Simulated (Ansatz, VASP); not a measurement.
One calculation of Si5O, two programs

```
CELL_PARAMETERS angstrom
-2.46945 2.46945 2.61910
2.46945 -2.46945 2.61910
2.46945 2.46945 -2.61910
ATOMIC_POSITIONS crystal
Si 0.50000 0.50000 0.50000
Si 0.00000 0.00000 0.50000
Si 0.50000 0.00000 0.00000
Si 0.00000 0.50000 0.00000
Si 0.00000 0.00000 0.00000
O 0.50000 0.50000 0.00000
```

Alike in both runs: task single point; functional PBE; k mesh 6 × 6 × 6; occupations gaussian, width 0.1 eV; collinear spin.

```csv
,VASP,Ansatz
version,VASP 6.6.1,Ansatz 0.2.0
potentials or method,"VASP PAW PBE potentials, release 64 (Si, O), cutoff 520 eV","scalar-relativistic, plane waves, PAW"
valence electrons in the cell,26,26
```

```csv
,VASP,Ansatz,Ansatz less VASP
gap on the k mesh at the Fermi level (eV),none,none,-
net moment per atom (μB),0.00,0.00,0.000
```

A gap of «none» marks a metal or a gap that the smearing closes. Ansatz's warnings: seeded moment not kept.
